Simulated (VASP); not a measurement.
## KF: single point with PBE

The system is KF.

```
CELL_PARAMETERS angstrom
0.00000 2.67185 2.67185
2.67185 0.00000 2.67185
2.67185 2.67185 0.00000
ATOMIC_POSITIONS crystal
K 0.00000 0.00000 0.00000
F 0.50000 0.50000 0.50000
```

```
Program             : VASP 6.6.1
Task                : single point
Functional          : PBE
Potentials or basis : VASP PAW PBE potentials, release 64 (K_sv, F)
Cutoff              : 600 eV
k mesh              : 6 × 6 × 6
Occupations         : gaussian, width 0.1 eV
Spin                : no spin polarisation
```

| Item | Value |
| --- | --- |
| Pressure | 1.4 GPa |
| Band gap on the k mesh | 6.17 eV |

Levels at points of the mesh, in eV from the valence-band top:
| k point | band 5 | band 6 | band 7 | band 8 | band 9 | band 10 | band 11 | band 12 |
| --- | --- | --- | --- | --- | --- | --- | --- | --- |
| (0.00, 0.00, 0.00) | -9.39 | 0.00 | 0.00 | 0.00 | 6.17 | 10.68 | 10.68 | 10.68 |
| (0.50, 0.00, 0.00) | -9.42 | -0.79 | -0.35 | -0.35 | 9.07 | 10.61 | 12.07 | 12.07 |
| (0.50, 0.50, 0.00) | -9.60 | -0.21 | -0.06 | -0.06 | 8.20 | 10.30 | 11.81 | 13.61 |

It took 5.5 s on 1 thread of Intel(R) Xeon(R) 6975P-C (Granite Rapids) (shared host), peak memory 0.16 GiB.

As with any semilocal functional, this PBE gap is likely too small.
